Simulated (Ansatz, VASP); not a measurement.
Cr in VASP and in Ansatz

The input POSCAR:

```
Cr
1.0
   -1.4146765739      1.4146765739      1.4146765739
    1.4146765739     -1.4146765739      1.4146765739
    1.4146765739      1.4146765739     -1.4146765739
Cr
1
Direct
    0.0000000000      0.0000000000      0.0000000000
```

INCAR.step1

```
ALGO     = Normal         # electronic algorithm
EDIFF    = 1E-4           # SCF threshold, eV
ENCUT    = 520            # plane-wave cutoff, eV
GGA      = PE             # functional
ISMEAR   = 0              # smearing method
ISPIN    = 2              # spin polarisation
LASPH    = T              # aspherical terms in the spheres
LCHARG   = F              # write CHGCAR
LMAXMIX  = 4              # l up to which the mixer works
LREAL    = F              # projectors in reciprocal space
LWAVE    = T              # write WAVECAR
MAGMOM   = 0.05           # initial moments
NBANDS   = 16             # bands
NELM     = 150            # most SCF steps
PREC     = Accurate       # precision mode
SIGMA    = 0.05           # smearing width, eV
```

Contents of INCAR.step2:

```
ALGO     = Normal         # electronic algorithm
EDIFF    = 1E-7           # SCF threshold, eV
ENCUT    = 520            # plane-wave cutoff, eV
ISIF     = 2              # what is computed and relaxed
ISMEAR   = 0              # smearing method
ISPIN    = 2              # spin polarisation
ISTART   = 1            
LASPH    = T              # aspherical terms in the spheres
LCHARG   = F              # write CHGCAR
LMAXMIX  = 4              # l up to which the mixer works
LMIXTAU  = T            
LORBIT   = 11             # projections on sites
LREAL    = F              # projectors in reciprocal space
LWAVE    = F              # write WAVECAR
MAGMOM   = 0.05           # initial moments
METAGGA  = R2SCAN         # meta-GGA
NBANDS   = 16             # bands
NELM     = 150            # most SCF steps
PREC     = Accurate       # precision mode
SIGMA    = 0.05           # smearing width, eV
```

Contents of KPOINTS:

```
k-points
0
Gamma
  22 22 22
```

Input for Ansatz:

```yaml
crystal:
  lattice:
    - [-1.4146765739, 1.4146765739, 1.4146765739]
    - [1.4146765739, -1.4146765739, 1.4146765739]
    - [1.4146765739, 1.4146765739, -1.4146765739]
  atoms:
    - { symbol: Cr, position: [0.0, 0.0, 0.0], spin: 0.05 }
basis:
  ecutwfc: 500
  ecutrho_ratio: 4
kpoints:
  mp_grid: { grid: [22, 22, 22] }
hamiltonian:
  xc: r2scan
scf:
  occupations: { method: gaussian, width: 0.05 }
output:
  forces: true
  stress: true
  eigenvalues: true
  populations: true
magnetization:
  spin_polarized: true
```

Alike in both runs: task single point; functional r2SCAN; k mesh 22 × 22 × 22; occupations gaussian, width 0.05 eV; collinear spin.

```csv
,VASP,Ansatz
version,VASP 6.6.1,Ansatz 0.2.0
potentials or method,"VASP PAW PBE potentials, release 64 (Cr_pv), cutoff 520 eV","scalar-relativistic, plane waves, PAW"
valence electrons in the cell,12,14
```

|  | VASP | Ansatz | Ansatz less VASP |
| --- | --- | --- | --- |
| gap on the k mesh at the Fermi level (eV) | none | none | - |
| pressure (GPa) | 0.6 | 0.0 | -0.63 |
| net moment per atom (μB) | 0.00 | 0.00 | 0.000 |

VASP's potentials were made for PBE, not for r2SCAN. A gap of «none» marks a metal or a gap that the smearing closes. With one functional, cell and mesh, what is left measures potentials, basis and numerics. VASP's potentials hold 12 valence electrons a cell and Ansatz's 14, so a difference there can come from the potentials and not from the codes. Ansatz's warnings: seeded moment not kept, stability check not made.
